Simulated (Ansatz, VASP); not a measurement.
# NbIn2S3: VASP beside Ansatz

```
Nb In S
1.0
     3.52885    0.00000    0.00000
     0.00000    3.52885    0.00000
     0.00000    0.00000   10.28121
Nb In S
1 2 3
Direct
  0.50000 0.50000 0.00000
  0.50000 0.00000 0.72753
  0.00000 0.50000 0.27247
  0.50000 0.00000 0.36054
  0.00000 0.50000 0.63946
  0.00000 0.00000 0.00000
```

Change from the starting cell: species swapped into the Hf2SiAs3 type (P-4m2, No. 115).

Alike in both runs: functional PBE; k mesh 6 × 6 × 2; occupations gaussian, width 0.1 eV; no spin polarisation.

Ansatz relaxed the structure, and its values are those at the end. VASP's run is a single point on that final structure, the one shown.

|  | VASP | Ansatz |
| --- | --- | --- |
| version | VASP 6.6.1 | Ansatz 0.2.0 |
| potentials or method | VASP PAW PBE potentials, release 64 (Nb_sv, In_d, S), cutoff 520 eV | scalar-relativistic, plane waves, PAW |
| valence electrons in the cell | 57 | 57 |

VASP gave:

* gap on the k mesh at the Fermi level (eV): none
* pressure (GPa): 0.1
* rms of the force components (eV/Å): 0.009

Task: Which values does Ansatz return?

Result: gap on the k mesh at the Fermi level (eV): none; pressure (GPa): 0.2; rms of the force components (eV/Å): 0.008.

A gap of «none» marks a metal or a gap that the smearing closes. With one functional, cell and mesh, what is left measures potentials, basis and numerics.
